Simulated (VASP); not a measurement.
Input of a VASP 6.6.1 run:

File POSCAR:

```
SnSe
1.0
    0.0000000000      3.0100000000      3.0100000000
    3.0100000000      0.0000000000      3.0100000000
    3.0100000000      3.0100000000      0.0000000000
Sn Se
1 1
Direct
    0.0000000000      0.0000000000      0.0000000000
    0.5000000000      0.5000000000      0.5000000000
```

INCAR.step1

```
SYSTEM = SnSe
PREC = Accurate
ENCUT = 600
ISMEAR = 0
SIGMA = 0.02
LREAL = .False.
LASPH = .True.
NELM = 80
GGA = PE
ALGO = Normal
EDIFF = 1E-4
LWAVE = .True.
LCHARG = .False.
```

File INCAR.step2:

```
SYSTEM = SnSe
PREC = Accurate
ENCUT = 600
EDIFF = 1E-6
ISMEAR = 0
SIGMA = 0.02
LREAL = .False.
LASPH = .True.
NELM = 80
ALGO = Normal
ISIF = 3
LWAVE = .False.
LCHARG = .False.
METAGGA = R2SCAN
LMIXTAU = .True.
IBRION = 2
NSW = 100
EDIFFG = -0.005
ISTART = 1
```

File KPOINTS:

```
regular mesh
0
Gamma
  10 10 10
  0 0 0
```

Potentials or basis: VASP PAW PBE potentials, release 64 (Sn_d, Se).

Command:

```console
$ cat potpaw_PBE.64/Sn_d/POTCAR potpaw_PBE.64/Se/POTCAR > POTCAR
$ cp INCAR.step1 INCAR
$ mpirun -np 1 vasp_std > vasp.out
$ cp INCAR.step2 INCAR
$ mpirun -np 1 vasp_std > vasp.out
```

(1) Estimate the band gap on the k mesh.

## Answers

(1) 0.45 eV.

Caveat: the relaxation stopped at its first step, so nothing moved; semilocal functionals underestimate gaps, and a narrow one can read as zero; spin-orbit coupling is left out, which moves the levels of the heavy elements.
